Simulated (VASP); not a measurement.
A run of VASP 6.6.1 is set up as follows.

File INCAR:

```
ALGO = Normal
EDIFF = 1E-6
ENCUT = 520
GGA = RP
ISIF = 2
ISMEAR = -1
LASPH = True
LCHARG = True
LELF = True
LREAL = False
LVHAR = True
LWAVE = False
NBANDS = 20
NELM = 100
PREC = Accurate
SIGMA = 0.1
```

Contents of KPOINTS:

```
k-points
0
Gamma
  16 16 14
```

POSCAR

```
V
1.0
   -3.1804246797      3.1797674294      1.2439352254
    3.1797674294     -3.1804246797      1.2439352254
    1.7684144902      1.7684144902     -1.2451389804
V
2
Direct
    0.0000083952      0.9999916048      0.0000000000
    0.7499916048      0.2500083952      0.5000000000
```

Potentials or basis: VASP PAW PBE potentials, release 64 (V_sv).

Launch:

```sh
$ cat potpaw_PBE.64/V_sv/POTCAR > POTCAR
$ mpirun -np 1 vasp_std > vasp.out
```

Question: Predict the pressure.

Answer: 0.2 GPa.

Question: Estimate the band gap on the k mesh.

Answer: Zero (bands 13 and 14 overlap by 2.01 eV).

Stress tensor (GPa, compression positive):
```
 0.19 -0.12  0.03
-0.12  0.19  0.03
 0.03  0.03  0.34
```

Caveat: the PAW data sets were made with another functional, which shifts forces and pressure a little.
